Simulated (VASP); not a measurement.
Here is a VASP 6.6.1 calculation.

The input INCAR:

```
SYSTEM = InB2As3
  PREC = Accurate
  ENCUT = 560
  EDIFF = 1E-6
  ISMEAR = 0
  SIGMA = 0.1
  LREAL = .FALSE.
  LASPH = .TRUE.
  NELM = 120
  ALGO = Normal
  ISIF = 2
  LWAVE = .FALSE.
  LCHARG = .FALSE.
  GGA = PE
  NBANDS = 41
  GGA_COMPAT = .FALSE.
```

File KPOINTS:

```
regular mesh
0
G
  4 4 4
  0 0 0
```

File POSCAR:

```
InB2As3
1.0
    1.8410992792     -6.6989335198      0.0000000000
    1.8410992792      6.6989335198      0.0000000000
    0.0000000000      0.0000000000      5.2110750090
In B As
1 2 3
Direct
    0.0000000000      0.0000000000      0.0000000000
    0.0815660224      0.9184339776      0.5000000000
    0.9184339776      0.0815660224      0.5000000000
    0.5000000000      0.5000000000      0.5000000000
    0.3082395397      0.6917604603      0.0000000000
    0.6917604603      0.3082395397      0.0000000000
```

Potentials or basis: VASP PAW PBE potentials, release 64 (In_d, B, As_d).

Launch:

```console
$ cat potpaw_PBE.64/In_d/POTCAR potpaw_PBE.64/B/POTCAR potpaw_PBE.64/As_d/POTCAR > POTCAR
$ mpirun -np 1 vasp_std > vasp.out
```

Estimate the largest force.

0.029 eV/Å.

Predict the band gap on the k mesh.

zero (bands 32 and 33 overlap by 0.78 eV).

What does it give for the pressure?

0.0 GPa.

Forces on the atoms (eV/Å):
```
In   0.000  0.000  0.000
B    0.000  0.029  0.000
B    0.000 -0.029  0.000
As   0.000  0.000  0.000
As   0.000  0.014  0.000
As   0.000 -0.014  0.000
```

Caveat: the k points lie up to 0.44 Å⁻¹ apart, too coarse for converged energies and pressures of a metal; semilocal functionals underestimate gaps, and a narrow one can read as zero; spin-orbit coupling is left out, which moves the levels of the heavy elements.
